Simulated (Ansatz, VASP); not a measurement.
## Ge: VASP beside Ansatz

```xyz
1
Lattice="1.4081 -2.5210 0.0000 1.4081 2.5210 0.0000 0.0000 0.0000 2.6344" Properties=species:S:1:pos:R:3 pbc="T T T"
Ge    1.4081    0.0000    0.0000
```

Alike in both runs: functional r2SCAN; k mesh 13 × 13 × 12; no spin polarisation.

Ansatz relaxed the structure, and its values are those at the end. VASP's run is a single point on that final structure, the one shown.

|  | VASP | Ansatz |
| --- | --- | --- |
| version | VASP 6.6.1 | Ansatz 0.2.0 |
| potentials or method | VASP PAW PBE potentials, release 64 (Ge_d), cutoff 520 eV | plane waves, PAW |
| occupations | methfessel-paxton of order 1, width 0.1 eV | cold, width 0.1 eV |
| valence electrons in the cell | 14 | 14 |

|  | VASP | Ansatz | Ansatz less VASP |
| --- | --- | --- | --- |
| pressure (GPa) | -0.2 | 0.0 | +0.22 |

VASP's potentials were made for PBE, not for r2SCAN.
